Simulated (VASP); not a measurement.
Write the native input for VASP 6.6.1 that does the following.

- Task: single point
- Functional: PBEsol
- Potentials or basis: VASP PAW PBE potentials, release 64 (Zr_sv)
- Cutoff: 500 eV
- k mesh: 8 × 8 × 8
- Occupations: gaussian, width 0.1 eV
- Spin: no spin polarisation
- Dipole correction: no
- Further INCAR settings: ALGO = Normal; EDIFF = 1e-06; NBANDS = 12

The structure of Zr lies in POSCAR:

```
Zr
1.0
    0.0000000000      2.2646202716      2.2646202716
    2.2646202716      0.0000000000      2.2646202716
    2.2646202716      2.2646202716      0.0000000000
Zr
1
Direct
    0.0000000000      0.0000000000      0.0000000000
```

This isn't the form of Zr at room conditions, which is hcp.

The input as run:

INCAR

```
SYSTEM = Zr
PREC     = Accurate       ! precision mode
ENCUT    = 500            ! plane-wave cutoff, eV
EDIFF    = 1E-6           ! SCF threshold, eV
ISMEAR   = 0              ! smearing method
SIGMA    = 0.1            ! smearing width, eV
LREAL    = .False.        ! projectors in reciprocal space
LASPH    = .True.         ! aspherical terms in the spheres
NELM     = 120            ! most SCF steps
ALGO     = Normal         ! electronic algorithm
ISIF     = 2              ! what is computed and relaxed
LWAVE    = .False.        ! write WAVECAR
LCHARG   = .False.        ! write CHGCAR
GGA      = PS             ! functional
NBANDS   = 12             ! bands
GGA_COMPAT= .False.
```

KPOINTS

```
Automatic mesh
0
Gamma
  8 8 8
  0 0 0
```

Potentials or basis: VASP PAW PBE potentials, release 64 (Zr_sv).

Launch:

```bash
$ cat potpaw_PBE.64/Zr_sv/POTCAR > POTCAR
$ mpirun -np 1 vasp_std > vasp.out
```

It gave:

```json
{"Pressure": "-4.3 GPa", "Band gap on the k mesh": "zero (bands 6 and 7 overlap by 1.37 eV)"}
```

Caveat: the cell stands under tension; the PAW data sets were made with another functional, which shifts forces and pressure a little.

Wall time 5.6 s on 1 thread of Intel(R) Xeon(R) Platinum 8488C (Sapphire Rapids) (shared host), peak memory 0.13 GiB.
